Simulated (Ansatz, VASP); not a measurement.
InSe in VASP and in Ansatz

```
CELL_PARAMETERS angstrom
2.00000 1.15470 8.31667
-2.00000 1.15470 8.31667
0.00000 -2.30940 8.31667
ATOMIC_POSITIONS crystal
In 0.00000 0.00000 0.00000
In 0.11220 0.11220 0.11220
Se 0.61550 0.61550 0.61550
Se 0.82320 0.83267 0.83267
```

Alike in both runs: task single point; functional PBEsol; k mesh 12 × 12 × 12; occupations gaussian, width 0.03 eV; no spin polarisation.

|  | VASP | Ansatz |
| --- | --- | --- |
| version | VASP 6.6.1 | Ansatz 0.2.0 |
| potentials or method | VASP PAW PBE potentials, release 64 (In_d, Se), cutoff 520 eV | scalar-relativistic, plane waves, PAW |
| valence electrons in the cell | 38 | 58 |

```tsv
	VASP	Ansatz	Ansatz less VASP
gap on the k mesh at the Fermi level (eV)	0.28	0.29	+0.013
least direct gap on the mesh (eV)	0.28	0.29	+0.013
pressure (GPa)	0.4	0.4	-0.06
traceless stress, the component that is largest in VASP (GPa)	-0.36	-0.35	+0.011
rms of the force components (eV/Å)	0.107	0.099	-0.0086
```

VASP's potentials were made for PBE, not for PBEsol. Atom by atom the forces differ by 0.011 eV/Å (rms over components). With one functional, cell and mesh, what is left measures potentials, basis and numerics. VASP's potentials hold 38 valence electrons a cell and Ansatz's 58, so a difference there can come from the potentials and not from the codes.
